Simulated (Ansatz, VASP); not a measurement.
## SiC: VASP beside Ansatz

```
Si C
1.0
     3.07662    0.00000    0.00000
    -1.53831    2.66443    0.00000
     0.00000    0.00000   15.09808
Si C
6 6
Direct
  0.33333 0.66667 0.83299
  0.66667 0.33333 0.33299
  0.66667 0.33333 0.66650
  0.33333 0.66667 0.16650
  0.00000 0.00000 0.49973
  0.00000 0.00000 0.99973
  0.00000 0.00000 0.87437
  0.00000 0.00000 0.37437
  0.33333 0.66667 0.70800
  0.66667 0.33333 0.20800
  0.66667 0.33333 0.54152
  0.33333 0.66667 0.04152
```

Alike in both runs: task relaxation of cell and atoms; functional LDA; k mesh 12 × 12 × 2; occupations gaussian, width 0.02 eV; no spin polarisation.

|  | VASP | Ansatz |
| --- | --- | --- |
| version | VASP 6.6.1 | Ansatz 0.2.0 |
| potentials or method | VASP PAW LDA potentials, release 64 (Si, C), cutoff 600 eV | scalar-relativistic, plane waves, PAW |
| valence electrons in the cell | 48 | 48 |

|  | VASP | Ansatz | Ansatz less VASP |
| --- | --- | --- | --- |
| gap on the k mesh at the Fermi level, each at its own relaxed structure (eV) | 1.97 | 1.98 | +0.010 |
| relaxed volume (Å³/atom) | 10.15 | 10.14 | -0.010 |
| relaxed length of the cell vector where the two differ most in proportion (Å) | 15.016 | 15.011 | -0.0051 |

Ansatz warns that its potentials were made for another functional, while VASP's fit it. LDA's correlation is that of Perdew and Zunger in VASP and of Perdew and Wang (1992) in Ansatz.
